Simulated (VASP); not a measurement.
# Rh (P6_3/mmc) in VASP: further runs

Rh is run at these levels: PBE, PBE+D4; tasks: single point.

All numbers are computed with VASP 6.6.1; they aren't measurements. Logs are shortened: lines on timing, memory, paths and dates and some standing lists are left out, and cuts for length are marked.

### 1 The cell of the first run

The structure is hexagonal, space group P6_3/mmc (No. 194). Conventional cell: a = 2.572 Å, b = 2.572 Å, c = 8.397 Å, α = 90.00°, β = 90.00°, γ = 120.00°. Rh (site symmetry -3m) has 12 Rh at 2.57 Å within 3.4 Å. Within 3.4 Å of Rh (site symmetry -6m2) lie 12 Rh at 2.57 Å.

This isn't the form of Rh at room conditions, which is fcc.

### 2 Single point, PBE

INCAR

```
SYSTEM = Rh
PREC = Accurate ; ENCUT = 520
EDIFF = 1E-6 ; ISMEAR = 0
SIGMA = 0.1 ; LREAL = .False.
LASPH = .True. ; NELM = 100
ALGO = Fast ; ISIF = 2
LWAVE = .False. ; LCHARG = .False.
GGA = PE ; NBANDS = 38
```

KPOINTS

```
regular mesh
0
Gamma
  18 18 6
  0 0 0
```

POSCAR

```
Rh
1.0
    2.5721790211      0.0000000000      0.0000000000
   -1.2860895105      2.2275723753      0.0000000000
    0.0000000000      0.0000000000      8.3966409088
Rh
4
Direct
    0.0000000000      0.0000000000      0.0000000000
    0.3333333333      0.6666666667      0.2500000000
    0.0000000000      0.0000000000      0.5000000000
    0.6666666667      0.3333333333      0.7500000000
```

Potentials or basis: VASP PAW PBE potentials, release 64 (Rh_pv).

Run with:

```sh
cat potpaw_PBE.64/Rh_pv/POTCAR > POTCAR
mpirun -np 1 vasp_std > vasp.out
```

OUTCAR:

```text
SYSTEM = Rh
   PREC = Accurate
   ENCUT = 520
   EDIFF = 1E-6
   ISMEAR = 0
   LREAL = .False.
   LASPH = .True.
   NELM = 100
   ISIF = 2
   GGA = PE

 ion  position               nearest neighbor table
   1  0.000  0.000  0.000-   2 2.57   4 2.57   2 2.57   4 2.57   4 2.57   2 2.57
   2  0.333  0.667  0.250-   1 2.57   3 2.57   1 2.57   3 2.57   1 2.57   3 2.57
   3  0.000  0.000  0.500-   2 2.57   4 2.57   2 2.57   4 2.57   4 2.57   2 2.57
   4  0.667  0.333  0.750-   1 2.57   3 2.57   1 2.57   3 2.57   1 2.57   3 2.57

  LATTYP: Found a hexagonal cell.
 ALAT       =     2.5721790211
 C/A-ratio  =     3.2644076637

  Lattice vectors:

 A1 = (   2.5721790211,   0.0000000000,   0.0000000000)
 A2 = (  -1.2860895105,   2.2275723753,   0.0000000000)
 A3 = (   0.0000000000,   0.0000000000,   8.3966409088)

Analysis of symmetry for initial positions (statically):
=====================================================================
 Subroutine PRICEL returns:
 Original cell was already a primitive cell.

 Routine SETGRP: Setting up the symmetry group for a
 hexagonal supercell.

 Subroutine GETGRP returns: Found 24 space group operations
 (whereof 12 operations were pure point group operations)
 out of a pool of 24 trial point group operations.

The static configuration has the point symmetry D_3d.
 The point group associated with its full space group is D_6h.

Analysis of symmetry for dynamics (positions and initial velocities):
=====================================================================
 Subroutine PRICEL returns:
 Original cell was already a primitive cell.

 Routine SETGRP: Setting up the symmetry group for a
 hexagonal supercell.

 Subroutine GETGRP returns: Found 24 space group operations
 (whereof 12 operations were pure point group operations)
 out of a pool of 24 trial point group operations.

The dynamic configuration has the point symmetry D_3d.
 The point group associated with its full space group is D_6h.

 Subroutine INISYM returns: Found 24 space group operations
 (whereof 12 operations are pure point group operations),
 and found     1 'primitive' translations

----------------------------------------------------------------------------------------

                                     Primitive cell

  volume of cell :      48.1104

  direct lattice vectors                    reciprocal lattice vectors
     2.572179021  0.000000000  0.000000000     0.388775428  0.224459598  0.000000000
    -1.286089511  2.227572375  0.000000000     0.000000000  0.448919196  0.000000000
     0.000000000  0.000000000  8.396640909     0.000000000  0.000000000  0.119095244

  length of vectors
     2.572179021  2.572179021  8.396640909     0.448919196  0.448919196  0.119095244

  position of ions in fractional coordinates (direct lattice)
     0.000000000  0.000000000  0.000000000
     0.333333333  0.666666667  0.250000000
     0.000000000  0.000000000  0.500000000
     0.666666667  0.333333333  0.750000000

  ion indices of the primitive-cell ions
   primitive index   ion index
                 1           1
                 2           2
                 3           3
                 4           4

----------------------------------------------------------------------------------------

 KPOINTS: regular mesh

Automatic generation of k-mesh.
 Grid dimensions read from file:
 generate k-points for:   18   18    6

 Generating k-lattice:

  Cartesian coordinates                     Fractional coordinates (reciprocal lattice)
     0.021598635  0.012469978  0.000000000     0.055555556  0.000000000  0.000000000
     0.000000000  0.024939955  0.000000000     0.000000000  0.055555556  0.000000000
     0.000000000  0.000000000  0.019849207     0.000000000  0.000000000  0.166666667

  Length of vectors
     0.024939955  0.024939955  0.019849207

  Shift w.r.t. Gamma in fractional coordinates (k-lattice)
     0.000000000  0.000000000  0.000000000

 Subroutine IBZKPT returns following result:
 ===========================================

 Found    148 irreducible k-points:

 Following reciprocal coordinates:
            Coordinates               Weight
  0.000000  0.000000  0.000000      1.000000
  0.055556 -0.000000  0.000000      6.000000
  0.111111 -0.000000  0.000000      6.000000
  0.166667 -0.000000  0.000000      6.000000
  0.222222 -0.000000  0.000000      6.000000
  0.277778 -0.000000  0.000000      6.000000
[... 16 lines left out ...]
  0.333333  0.111111  0.000000     12.000000
  0.388889  0.111111  0.000000     12.000000
 [... further k-points ...]
   k-points           NKPTS =    148   k-points in BZ     NKDIM =    148   number of bands    NBANDS=     38
   number of dos      NEDOS =    301   number of ions     NIONS =      4
   total plane-waves  NPLWV =  25600
   dimension x,y,z NGX =    20 NGY =   20 NGZ =   64
   dimension x,y,z NGXF=    40 NGYF=   40 NGZF=  128
   ions per type =               4
   NGX,Y,Z   is equivalent  to a cutoff of  12.93, 12.93, 12.67 a.u.
   NGXF,Y,Z  is equivalent  to a cutoff of  25.85, 25.85, 25.34 a.u.
 SYSTEM =  Rh
   PREC   = accura    normal or accurate (medium, high low for compatibility)
   ISTART =      0    job   : 0-new  1-cont  2-samecut
   ICHARG =      2    charge: 1-file 2-atom 10-const
   ISPIN  =      1    spin polarized calculation?
   LNONCOLLINEAR =      F non collinear calculations
   LSORBIT =      F    spin-orbit coupling
   LASPH  =      T    aspherical Exc in radial PAW
   ENCUT  =  520.0 eV  38.22 Ry    6.18 a.u.   4.78  4.78 15.61*2*pi/ulx,y,z
   NELM   =    100;   NELMIN=  2; NELMDL= -5     # of ELM steps
   EDIFF  = 0.1E-05   stopping-criterion for ELM
   LREAL  =      F    real-space projection
   EDIFFG = 0.1E-04   stopping-criterion for IOM
   NSW    =      0    number of steps for IOM
   IBRION =     -1    ionic relax: 0-MD 1-quasi-New 2-CG
   NFREE  =      0    steps in history (QN), initial steepest desc. (CG)
   ISIF   =      2    stress and relaxation
   ISYM   =      2    0-nonsym 1-usesym 2-fastsym
   POTIM  = 0.5000    time-step for ionic-motion
   TEBEG  =    0.0;   TEEND  =   0.0 temperature during run
   PSTRESS=    0.0 pullay stress
   NELECT =      60.0000    total number of electrons
   NUPDOWN=      -1.0000    fix difference up-down
   EMIN   =  10.00;   EMAX   =-10.00  energy-range for DOS
   EFERMI =   0.00;   METHOD = LEGACY
   ISMEAR =     0;   SIGMA  =   0.10  broadening in eV -4-tet -1-fermi 0-gaus
   EFERMI_NEDOS =   21; number of points for ismear=-14 and -15
   IALGO  =     68    algorithm
   IMIX   =      4    mixing-type and parameters
     AMIX     =   0.40;   BMIX     =  1.00
     AMIX_MAG =   1.60;   BMIX_MAG =  1.00
  volume/ion in A,a.u.               =      12.03        81.17
  Fermi-wavevector in a.u.,A,eV,Ry     =   1.762162  3.330002 42.248991  3.105213
  Thomas-Fermi vector in A             =   2.830589
   LORBIT       =      0    0 simple, 1 ext, 2 COOP (PROOUT), +10 PAW based schemes
   GGA     = PE    functional components
   LHFCALC =     F    Hartree Fock is set to
   AEXX    =    0.0000 exact exchange contribution
   IVDW    =     0    specifies the selected vdW correction
   LEPSILON=     F    determine dielectric tensor
   LRPA    =     F    only Hartree local field effects (RPA)
 non-spin polarized calculation
 RMM-DIIS sequential band-by-band and
 Gauss-broadening in eV      SIGMA  =   0.10
  energy-cutoff  :      520.00
  volume of cell :       48.11
 maximum number of plane-waves:      1320
 NGX is ok and might be reduce to    20
   NGX =  9   NGY =  9   NGZ = 31

 number of electron      59.9999992 magnetization

 Free energy of the ion-electron system (eV)
  ---------------------------------------------------
  ext. energy  EPLUGINS =         0.00000000
  ---------------------------------------------------
  free energy    TOTEN  =       -27.65904637 eV

  energy without entropy =      -27.63497202  energy(sigma->0) =      -27.64700919

 E-fermi :  14.5704     XC(G=0): -14.9122

 val. band max:       14.5689250580   @ k =   0.3889  -0.0000   0.1667
 cond. band min:      14.5741253351   @ k =   0.2778   0.1111   0.0000
 fundamental gap:      0.0052002770
 Fermi energy:        14.5703886126

 k-point     1 :       0.0000    0.0000    0.0000
  band No.  band energies     occupation
      1     -33.2256      2.00000
      2     -32.6696      2.00000
      3     -32.6563      2.00000
      4     -32.2294      2.00000
      5     -32.2294      2.00000
      6     -32.1652      2.00000
[... 30 lines left out ...]
     37      24.6362      0.00000
     38      29.1400      0.00000

 k-point     2 :       0.0556   -0.0000    0.0000
  band No.  band energies     occupation
      1     -33.2143      2.00000
      2     -32.6721      2.00000
      3     -32.6594      2.00000
      4     -32.2563      2.00000
      5     -32.2379      2.00000
      6     -32.1856      2.00000
[... 30 lines left out ...]
     37      24.6057      0.00000
     38      29.3320      0.00000

 k-point     3 :       0.1111   -0.0000    0.0000
  band No.  band energies     occupation
      1     -33.1812      2.00000
      2     -32.6825      2.00000
      3     -32.6726      2.00000
      4     -32.3321      2.00000
      5     -32.2622      2.00000
      6     -32.2432      2.00000
[... 30 lines left out ...]
     37      24.5187      0.00000
     38      29.8389      0.00000

 k-point     4 :       0.1667   -0.0000    0.0000
  band No.  band energies     occupation
      1     -33.1286      2.00000
      2     -32.7105      2.00000
      3     -32.7085      2.00000
      4     -32.4442      2.00000
      5     -32.3363      2.00000
      6     -32.2986      2.00000
[... 30 lines left out ...]
     37      24.3930      0.00000
     38      30.4194      0.00000
[... 703 lines left out ...]
      4     -32.8317      2.00000
      5     -32.7898      2.00000
      6     -32.4891      2.00000
[... 30 lines left out ...]
     37      24.3361      0.00000
     38      26.6443      0.00000

 k-point    23 :       0.3333    0.1111    0.0000
  band No.  band energies     occupation
      1     -33.1005      2.00000
      2     -33.0666      2.00000
      3     -32.9267      2.00000
      4     -32.8801      2.00000
      5     -32.7601      2.00000
      6     -32.5206      2.00000
[... 30 lines left out ...]
     37      25.1573      0.00000
     38      25.5451      0.00000

 k-point    24 :       0.3889    0.1111    0.0000
  band No.  band energies     occupation
      1     -33.1621      2.00000
      2     -33.1200      2.00000
      3     -32.9896      2.00000
      4     -32.9364      2.00000
      5     -32.6741      2.00000
      6     -32.5430      2.00000
[... 30 lines left out ...]
     37      25.3688      0.00000
     38      25.3824      0.00000

 [... further k-points ...]

------------------------ aborting loop because EDIFF is reached ----------------------------------------

  FORCE on cell =-STRESS in cart. coord.  units (eV):
  Direction    XX          YY          ZZ          XY          YZ          ZX
  --------------------------------------------------------------------------------------
  -------------------------------------------------------------------------------------
  Total       18.0702258     18.0702258     18.0657454      0.0000000      0.0000000      0.0000000
  in kB      601.7769755    601.7769755    601.6277659      0.0000000      0.0000000      0.0000000
  external PRESSURE =     601.7272390 kB  Pullay stress =       0.0000000 kB

 VOLUME and BASIS-vectors are now :
 -----------------------------------------------------------------------------
  energy-cutoff  :      520.00
  volume of cell :       48.11
      direct lattice vectors                 reciprocal lattice vectors
     2.572179021  0.000000000  0.000000000     0.388775428  0.224459598  0.000000000
    -1.286089511  2.227572375  0.000000000     0.000000000  0.448919196  0.000000000
     0.000000000  0.000000000  8.396640909     0.000000000  0.000000000  0.119095244

 POSITION                                       TOTAL-FORCE (eV/Angst)
 -----------------------------------------------------------------------------------
      0.00000      0.00000      0.00000        -0.000000      0.000000      0.000000
     -0.00000      1.48505      2.09916        -0.000000      0.000000     -0.000000
      0.00000      0.00000      4.19832        -0.000000      0.000000      0.000000
      1.28609      0.74252      6.29748         0.000000     -0.000000     -0.000000
 -----------------------------------------------------------------------------------
    total drift:                                0.000000     -0.000000      0.000000

  FREE ENERGIE OF THE ION-ELECTRON SYSTEM (eV)
  ---------------------------------------------------
  free  energy   TOTEN  =       -27.6590463668 eV

  energy  without entropy=      -27.6349720186  energy(sigma->0) =      -27.64700919
```

Run time: 2.2 min. Hardware: 1 thread of Intel Xeon 6975P-C (Granite Rapids), shared host; peak memory 0.3 GiB.

Results:

```yaml
Free_energy: -27.6590 eV
Pressure: 60.2 GPa
Band_gap_on_the_k_mesh: zero (bands 30 and 31 overlap by 2.49 eV)
```

Levels at points of the mesh, in eV from the Fermi level:
```tsv
k point	band 26	band 27	band 28	band 29	band 30	band 31	band 32	band 33	band 34	band 35
(0.00, 0.00, 0.00)	-3.25	-3.25	-1.79	-1.79	-1.08	-1.08	-0.42	-0.42	0.53	0.53
(0.50, 0.00, 0.00)	0.68	0.70	0.75	0.83	1.04	1.05	1.10	1.21	2.40	4.96
(0.00, 0.00, 0.50)	-3.53	-1.41	-1.41	-1.41	-1.41	-1.38	-1.38	0.09	0.09	0.09
(0.50, 0.00, 0.50)	-1.22	-0.15	-0.15	0.74	0.74	1.02	1.02	3.28	3.28	4.81
```

Caveat: the cell stands under pressure.

### 3 Single point, PBE+D4

INCAR

```
SYSTEM = Rh
ALGO     = Fast           ! electronic algorithm
EDIFF    = 1E-7           ! SCF threshold, eV
ENCUT    = 520            ! plane-wave cutoff, eV
GGA      = PE             ! functional
ISIF     = 2              ! what is computed and relaxed
ISMEAR   = 0              ! smearing method
IVDW     = 13             ! dispersion correction
LASPH    = .TRUE.         ! aspherical terms in the spheres
LCHARG   = .TRUE.         ! write CHGCAR
LELF     = .TRUE.         ! ELF
LREAL    = .FALSE.        ! projectors in reciprocal space
LVHAR    = .TRUE.       
LWAVE    = .FALSE.        ! write WAVECAR
NBANDS   = 38             ! bands
NELM     = 80             ! most SCF steps
PREC     = Accurate       ! precision mode
SIGMA    = 0.1            ! smearing width, eV
```

KPOINTS

```
k-points
0
G
  18 18 6
  0 0 0
```

POSCAR is that of step 2.

Potentials or basis: VASP PAW PBE potentials, release 64 (Rh_pv).

Run with:

```sh
cat potpaw_PBE.64/Rh_pv/POTCAR > POTCAR
mpirun -np 1 vasp_std > vasp.out
```

Wall time 2.3 min (1 thread of Intel Xeon 6975P-C (Granite Rapids), shared host); peak memory 0.3 GiB.

The run converged. Its results:

* Free energy: -31.4711 eV
* Pressure: 48.9 GPa
* Band gap on the k mesh: zero (bands 30 and 31 overlap by 2.49 eV)
* Dispersion energy per atom: -0.953 eV

Levels at points of the mesh, in eV from the Fermi level:
```tsv
k point	band 28	band 29	band 30	band 31	band 32	band 33
(0.00, 0.00, 0.00)	-1.79	-1.79	-1.08	-1.08	-0.42	-0.42
(0.50, 0.00, 0.00)	0.75	0.83	1.04	1.05	1.10	1.21
(0.00, 0.00, 0.50)	-1.41	-1.41	-1.41	-1.38	-1.38	0.09
(0.50, 0.00, 0.50)	-0.15	0.74	0.74	1.02	1.02	3.28
```

Caveat: the cell stands under pressure.

[end of part 1 of 2]
